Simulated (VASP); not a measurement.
# Bi2Te3 (R-3m) in VASP: further runs

Aim: see how the results for Bi2Te3 move with the level of theory and the settings. Levels: PBE+D3(BJ), r2SCAN+rVV10. Tasks: single point, relaxation of cell and atoms.

All numbers are computed with VASP 6.6.1; they aren't measurements. Logs are shortened: lines on timing, memory, paths and dates and some standing lists are left out, and cuts for length are marked.

### 1 The cell of the first run

It takes space group R-3m (No. 166, trigonal). Conventional cell: a = 4.388 Å, b = 4.388 Å, c = 30.278 Å, α = 90.00°, β = 90.00°, γ = 120.00°. Within 4.0 Å of Bi (site symmetry 3m) lie 6 Te at 3.07 to 3.24 Å. Te (site symmetry 3m) has 3 Bi at 3.07 Å and 3 Te at 3.62 Å within 4.0 Å. Within 4.6 Å of Te (site symmetry -3m) lie 6 Bi at 3.24 Å and 12 Te at 4.39 to 4.53 Å.

### 2 Single point, PBE+D3(BJ)

Input file INCAR:

```
SYSTEM = Bi2Te3
  PREC = Accurate
  ENCUT = 520
  EDIFF = 1E-7
  ISMEAR = -1
  SIGMA = 0.02
  LREAL = .False.
  LASPH = .True.
  NELM = 100
  ALGO = Normal
  ISIF = 2
  LWAVE = .False.
  LCHARG = .False.
  GGA = PE
  IVDW = 12
  NBANDS = 32
```

Input file KPOINTS:

```
regular mesh
0
Gamma
  6 6 6
  0 0 0
```

Input file POSCAR:

```
Bi2Te3
1.0
    2.1938720358      1.2666326105     10.0925125891
   -2.1938720358      1.2666326105     10.0925125891
    0.0000000000     -2.5332652209     10.0925125891
Bi Te
2 3
Direct
    0.4001237706      0.4001237706      0.4001237706
    0.5998762294      0.5998762294      0.5998762294
    0.2093168229      0.2093168229      0.2093168229
    0.7906831771      0.7906831771      0.7906831771
    0.0000000000      0.0000000000      0.0000000000
```

Potentials or basis: VASP PAW PBE potentials, release 64 (Bi_d, Te).

Started as:

```console
$ cat potpaw_PBE.64/Bi_d/POTCAR potpaw_PBE.64/Te/POTCAR > POTCAR
$ mpirun -np 1 vasp_std > vasp.out
```

OUTCAR:

```text
SYSTEM = Bi2Te3
   PREC = Accurate
   ENCUT = 520
   EDIFF = 1E-7
   ISMEAR = -1
   LREAL = .False.
   LASPH = .True.
   NELM = 100
   ISIF = 2
   GGA = PE
   IVDW = 12
 IVDW          = 12

 ion  position               nearest neighbor table
   1  0.400  0.400  0.400-   4 3.07   4 3.07   4 3.07   5 3.24   5 3.24   5 3.24
   2  0.600  0.600  0.600-   3 3.07   3 3.07   3 3.07   5 3.24   5 3.24   5 3.24
   3  0.209  0.209  0.209-   2 3.07   2 3.07   2 3.07   4 3.62   4 3.62   4 3.62
   4  0.791  0.791  0.791-   1 3.07   1 3.07   1 3.07   3 3.62   3 3.62   3 3.62
   5  0.000  0.000  0.000-   2 3.24   2 3.24   1 3.24   1 3.24   2 3.24   1 3.24

  LATTYP: Found a trigonal (rhomboedric) cell.
 ALAT       =    10.4055871070
 COS(alpha) =     0.9110963887

  Lattice vectors:

 A1 = (   2.1938720358,   1.2666326105,  10.0925125891)
 A2 = (  -2.1938720358,   1.2666326105,  10.0925125891)
 A3 = (   0.0000000000,  -2.5332652209,  10.0925125891)

Analysis of symmetry for initial positions (statically):
=====================================================================
 Subroutine PRICEL returns:
 Original cell was already a primitive cell.

 Routine SETGRP: Setting up the symmetry group for a
 trigonal (rhombohedral) supercell.

 Subroutine GETGRP returns: Found 12 space group operations
 (whereof 12 operations were pure point group operations)
 out of a pool of 12 trial point group operations.

The static configuration has the point symmetry D_3d.

Analysis of symmetry for dynamics (positions and initial velocities):
=====================================================================
 Subroutine PRICEL returns:
 Original cell was already a primitive cell.

 Routine SETGRP: Setting up the symmetry group for a
 trigonal (rhombohedral) supercell.

 Subroutine GETGRP returns: Found 12 space group operations
 (whereof 12 operations were pure point group operations)
 out of a pool of 12 trial point group operations.

The dynamic configuration has the point symmetry D_3d.

 Subroutine INISYM returns: Found 12 space group operations
 (whereof 12 operations are pure point group operations),
 and found     1 'primitive' translations

----------------------------------------------------------------------------------------

                                     Primitive cell

  volume of cell :     168.2723

  direct lattice vectors                    reciprocal lattice vectors
     2.193872036  1.266632611 10.092512589     0.227907550  0.131582485  0.033027785
    -2.193872036  1.266632611 10.092512589    -0.227907550  0.131582485  0.033027785
     0.000000000 -2.533265221 10.092512589     0.000000000 -0.263164970  0.033027785

  length of vectors
    10.405587107 10.405587107 10.405587107     0.265229403  0.265229403  0.265229403

  position of ions in fractional coordinates (direct lattice)
     0.400123771  0.400123771  0.400123771
     0.599876229  0.599876229  0.599876229
     0.209316823  0.209316823  0.209316823
     0.790683177  0.790683177  0.790683177
     0.000000000  0.000000000  0.000000000

  ion indices of the primitive-cell ions
   primitive index   ion index
                 1           1
                 2           2
                 3           3
                 4           4
                 5           5

----------------------------------------------------------------------------------------

 KPOINTS: regular mesh

Automatic generation of k-mesh.
 Grid dimensions read from file:
 generate k-points for:    6    6    6

 Generating k-lattice:

  Cartesian coordinates                     Fractional coordinates (reciprocal lattice)
     0.037984592  0.021930414  0.005504631     0.166666667 -0.000000000 -0.000000000
    -0.037984592  0.021930414  0.005504631    -0.000000000  0.166666667 -0.000000000
     0.000000000 -0.043860828  0.005504631     0.000000000  0.000000000  0.166666667

  Length of vectors
     0.044204900  0.044204900  0.044204900

  Shift w.r.t. Gamma in fractional coordinates (k-lattice)
     0.000000000  0.000000000  0.000000000

 Subroutine IBZKPT returns following result:
 ===========================================

 Found     32 irreducible k-points:

 Following reciprocal coordinates:
            Coordinates               Weight
  0.000000  0.000000  0.000000      1.000000
  0.166667  0.000000 -0.000000      6.000000
  0.333333  0.000000 -0.000000      6.000000
  0.500000  0.000000  0.000000      3.000000
  0.166667  0.166667 -0.000000      6.000000
  0.333333  0.166667  0.000000     12.000000
[... 16 lines left out ...]
  0.500000  0.500000  0.166667      6.000000
 -0.333333  0.500000  0.166667     12.000000
 [... further k-points ...]
   k-points           NKPTS =     32   k-points in BZ     NKDIM =     32   number of bands    NBANDS=     32
   number of dos      NEDOS =    301   number of ions     NIONS =      5
   total plane-waves  NPLWV = 512000
   dimension x,y,z NGX =    80 NGY =   80 NGZ =   80
   dimension x,y,z NGXF=   160 NGYF=  160 NGZF=  160
   ions per type =               2   3
   NGX,Y,Z   is equivalent  to a cutoff of  12.78, 12.78, 12.78 a.u.
   NGXF,Y,Z  is equivalent  to a cutoff of  25.56, 25.56, 25.56 a.u.
 SYSTEM =  Bi2Te3
   PREC   = accura    normal or accurate (medium, high low for compatibility)
   ISTART =      0    job   : 0-new  1-cont  2-samecut
   ICHARG =      2    charge: 1-file 2-atom 10-const
   ISPIN  =      1    spin polarized calculation?
   LNONCOLLINEAR =      F non collinear calculations
   LSORBIT =      F    spin-orbit coupling
   LASPH  =      T    aspherical Exc in radial PAW
   ENCUT  =  520.0 eV  38.22 Ry    6.18 a.u.  19.35 19.35 19.35*2*pi/ulx,y,z
   NELM   =    100;   NELMIN=  2; NELMDL= -5     # of ELM steps
   EDIFF  = 0.1E-06   stopping-criterion for ELM
   LREAL  =      F    real-space projection
   EDIFFG = 0.1E-05   stopping-criterion for IOM
   NSW    =      0    number of steps for IOM
   IBRION =     -1    ionic relax: 0-MD 1-quasi-New 2-CG
   NFREE  =      0    steps in history (QN), initial steepest desc. (CG)
   ISIF   =      2    stress and relaxation
   ISYM   =      2    0-nonsym 1-usesym 2-fastsym
   POTIM  = 0.5000    time-step for ionic-motion
   TEBEG  =    0.0;   TEEND  =   0.0 temperature during run
   PSTRESS=    0.0 pullay stress
   NELECT =      48.0000    total number of electrons
   NUPDOWN=      -1.0000    fix difference up-down
   EMIN   =  10.00;   EMAX   =-10.00  energy-range for DOS
   EFERMI =   0.00;   METHOD = LEGACY
   ISMEAR =    -1;   SIGMA  =   0.02  broadening in eV -4-tet -1-fermi 0-gaus
   EFERMI_NEDOS =   21; number of points for ismear=-14 and -15
   IALGO  =     38    algorithm
   IMIX   =      4    mixing-type and parameters
     AMIX     =   0.40;   BMIX     =  1.00
     AMIX_MAG =   1.60;   BMIX_MAG =  1.00
  volume/ion in A,a.u.               =      33.65       227.11
  Fermi-wavevector in a.u.,A,eV,Ry     =   1.077667  2.036495 15.801333  1.161365
  Thomas-Fermi vector in A             =   2.213584
   LORBIT       =      0    0 simple, 1 ext, 2 COOP (PROOUT), +10 PAW based schemes
   GGA     = PE    functional components
   LHFCALC =     F    Hartree Fock is set to
   AEXX    =    0.0000 exact exchange contribution
   IVDW    =    12    specifies the selected vdW correction
   LEPSILON=     F    determine dielectric tensor
   LRPA    =     F    only Hartree local field effects (RPA)
 non-spin polarized calculation
  energy-cutoff  :      520.00
  volume of cell :      168.27
 maximum number of plane-waves:      4564
 NGX is ok and might be reduce to    80
   NGX = 39   NGY = 39   NGZ = 39

 number of electron      48.0000006 magnetization

 Free energy of the ion-electron system (eV)
  ---------------------------------------------------
  ext. energy  EPLUGINS =         0.00000000
  ---------------------------------------------------
  free energy    TOTEN  =       -18.32164585 eV

  energy without entropy =      -18.32164102  energy(sigma->0) =      -18.32164344

 E-fermi :   6.4279     XC(G=0):  -9.3584

 val. band max:        6.3012596892   @ k =   0.0000   0.0000   0.0000
 cond. band min:       6.5545038399   @ k =   0.0000   0.0000   0.0000
 fundamental gap:      0.2532441507
 Fermi energy:         6.4278856164

 k-point     1 :       0.0000    0.0000    0.0000
  band No.  band energies     occupation
      1     -16.9182      2.00000
      2     -16.9182      2.00000
      3     -16.9167      2.00000
      4     -16.9167      2.00000
      5     -16.9091      2.00000
      6     -16.9077      2.00000
[... 24 lines left out ...]
     31      11.1226      0.00000
     32      11.6116      0.00000

 k-point     2 :       0.1667    0.0000   -0.0000
  band No.  band energies     occupation
      1     -16.9204      2.00000
      2     -16.9185      2.00000
      3     -16.9156      2.00000
      4     -16.9141      2.00000
      5     -16.9079      2.00000
      6     -16.9065      2.00000
[... 24 lines left out ...]
     31      10.4029      0.00000
     32      11.2721      0.00000

 k-point     3 :       0.3333    0.0000   -0.0000
  band No.  band energies     occupation
      1     -16.9256      2.00000
      2     -16.9231      2.00000
      3     -16.9127      2.00000
      4     -16.9106      2.00000
      5     -16.9102      2.00000
      6     -16.9079      2.00000
[... 24 lines left out ...]
     31      10.4722      0.00000
     32      11.4519      0.00000

 k-point     4 :       0.5000    0.0000    0.0000
  band No.  band energies     occupation
      1     -16.9285      2.00000
      2     -16.9256      2.00000
      3     -16.9126      2.00000
      4     -16.9114      2.00000
      5     -16.9098      2.00000
      6     -16.9090      2.00000
[... 24 lines left out ...]
     31       9.9419      0.00000
     32      11.1000      0.00000

 k-point     5 :       0.1667    0.1667   -0.0000
  band No.  band energies     occupation
      1     -16.9204      2.00000
      2     -16.9185      2.00000
      3     -16.9156      2.00000
      4     -16.9141      2.00000
      5     -16.9079      2.00000
      6     -16.9064      2.00000
[... 584 lines left out ...]
     31      10.9638      0.00000
     32      11.0958      0.00000

 k-point    22 :      -0.1667    0.3333    0.1667
  band No.  band energies     occupation
      1     -16.9251      2.00000
      2     -16.9229      2.00000
      3     -16.9147      2.00000
      4     -16.9119      2.00000
      5     -16.9090      2.00000
      6     -16.9072      2.00000
[... 24 lines left out ...]
     31      10.2782      0.00000
     32      12.0973      0.00000

 k-point    23 :       0.5000    0.5000    0.1667
  band No.  band energies     occupation
      1     -16.9255      2.00000
      2     -16.9231      2.00000
      3     -16.9128      2.00000
      4     -16.9106      2.00000
      5     -16.9102      2.00000
      6     -16.9079      2.00000
[... 24 lines left out ...]
     31      10.4213      0.00000
     32      11.2667      0.00000

 k-point    24 :      -0.3333    0.5000    0.1667
  band No.  band energies     occupation
      1     -16.9251      2.00000
      2     -16.9229      2.00000
      3     -16.9147      2.00000
      4     -16.9119      2.00000
      5     -16.9090      2.00000
      6     -16.9072      2.00000
[... 24 lines left out ...]
     31      11.0356      0.00000
     32      11.6082      0.00000

 [... further k-points ...]

------------------------ aborting loop because EDIFF is reached ----------------------------------------

 Edisp (eV)   -2.25296

 E8    (eV) :    -1.0695

  FORCE on cell =-STRESS in cart. coord.  units (eV):
  Direction    XX          YY          ZZ          XY          YZ          ZX
  --------------------------------------------------------------------------------------
  -------------------------------------------------------------------------------------
  Total      -0.04117    -0.04117    -0.00900     0.00000    -0.00000     0.00000
  in kB      -0.39203    -0.39203    -0.08567     0.00000    -0.00000     0.00000
  external pressure =       -0.29 kB  Pullay stress =        0.00 kB

 VOLUME and BASIS-vectors are now :
 -----------------------------------------------------------------------------
  energy-cutoff  :      520.00
  volume of cell :      168.27
      direct lattice vectors                 reciprocal lattice vectors
     2.193872036  1.266632611 10.092512589     0.227907550  0.131582485  0.033027785
    -2.193872036  1.266632611 10.092512589    -0.227907550  0.131582485  0.033027785
     0.000000000 -2.533265221 10.092512589     0.000000000 -0.263164970  0.033027785

 POSITION                                       TOTAL-FORCE (eV/Angst)
 -----------------------------------------------------------------------------------
      0.00000      0.00000     12.11476         0.000000     -0.000000     -0.013412
      0.00000      0.00000     18.16278         0.000000      0.000000      0.013412
      0.00000      0.00000      6.33760         0.000000     -0.000000     -0.016296
      0.00000      0.00000     23.93994         0.000000      0.000000      0.016296
      0.00000      0.00000      0.00000         0.000000     -0.000000     -0.000000
 -----------------------------------------------------------------------------------
    total drift:                                0.000000      0.000000     -0.000000

  FREE ENERGIE OF THE ION-ELECTRON SYSTEM (eV)
  ---------------------------------------------------
  free  energy   TOTEN  =       -20.5746041535 eV

  energy  without entropy=      -20.5745993245  energy(sigma->0) =      -20.57460174
```

Run time: 8.5 min. Hardware: 1 thread of Intel Xeon 6975P-C (Granite Rapids), shared host; peak memory 0.94 GiB.

What came out:

| Item | Value |
| --- | --- |
| Free energy | -20.5746 eV |
| Pressure | 0.0 GPa |
| Largest force | 0.016 eV/Å |
| Band gap on the k mesh | 0.25 eV |
| Dispersion energy per atom | -0.451 eV |

Forces on the atoms (eV/Å):
```
Bi   0.000  0.000 -0.013
Bi   0.000  0.000  0.013
Te   0.000  0.000 -0.016
Te   0.000  0.000  0.016
Te   0.000  0.000  0.000
```

Caveat: spin-orbit coupling is left out, which moves the levels of the heavy elements. A k mesh can miss the band edges.

(Part 1 of 2 ends here.)
